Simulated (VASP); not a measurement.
The system is Ni.

```
Ni
1.0
     2.44802    0.00000    0.00000
    -1.22401    2.12005    0.00000
     0.00000    0.00000    4.07281
Ni
2
Direct
  0.33333 0.66667 0.25000
  0.66667 0.33333 0.75000
```

Base run:

| Item | Value |
| --- | --- |
| Program | VASP 6.6.1 |
| Functional | LDA |
| Potentials or basis | VASP PAW LDA potentials, release 64 (Ni) |
| Cutoff | 520 eV |
| k mesh | 9 × 9 × 5 |
| Occupations | fermi-dirac, width 0.15 eV |
| Spin | collinear spin, ferromagnetic start |
| Starting moments | [1.0, 1.0] μB |

Its results: pressure -10.5 GPa; net moment 0.88 μB per cell; site moments Ni +0.45 μB.

Q: The run is repeated on the same cell with these changes: k mesh from 9 × 9 × 5 to 8 × 8 × 4. What comes out?

A: Pressure -10.1 GPa; net moment 1.08 μB per cell; site moments Ni +0.54 μB.

Caveats: some runs use coarse meshes.
